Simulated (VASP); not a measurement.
Input of a VASP 6.6.1 run:

INCAR

```
SYSTEM = Mg3ZrN2
  PREC = Accurate
  ENCUT = 520
  EDIFF = 1E-6
  ISMEAR = 0
  SIGMA = 0.1
  LREAL = .FALSE.
  LASPH = .TRUE.
  NELM = 80
  ALGO = Normal
  ISIF = 2
  LWAVE = .FALSE.
  LCHARG = .FALSE.
  GGA = PE
  NBANDS = 23
```

The input KPOINTS:

```
regular mesh
0
G
  12 12 12
  0 0 0
```

The input POSCAR:

```
Mg3ZrN2
1.0
    5.4639649335     -0.0000000028      0.0000000000
   -2.7319824644      4.7319324392      0.0000000000
    0.0000000000      0.0000000000      3.1097783115
Mg Zr N
3 1 2
Direct
    0.0000000000      0.5000000000      0.0000000000
    0.5000000000      0.5000000000      0.0000000000
    0.5000000000      0.0000000000      0.0000000000
    0.0000000000      0.0000000000      0.5000000000
    0.6666666667      0.3333333333      0.5000000000
    0.3333333333      0.6666666667      0.5000000000
```

Potentials or basis: VASP PAW PBE potentials, release 64 (Mg, Zr_sv, N).

Run with:

```console
$ cat potpaw_PBE.64/Mg/POTCAR potpaw_PBE.64/Zr_sv/POTCAR potpaw_PBE.64/N/POTCAR > POTCAR
$ mpirun -np 1 vasp_std > vasp.out
```

Task: What does it give for the pressure?

Result: -0.3 GPa.

Task: Estimate the band gap on the k mesh.

Result: Zero (band 14 reaches 6.82 eV, above the bottom of band 15 at 5.79 eV).
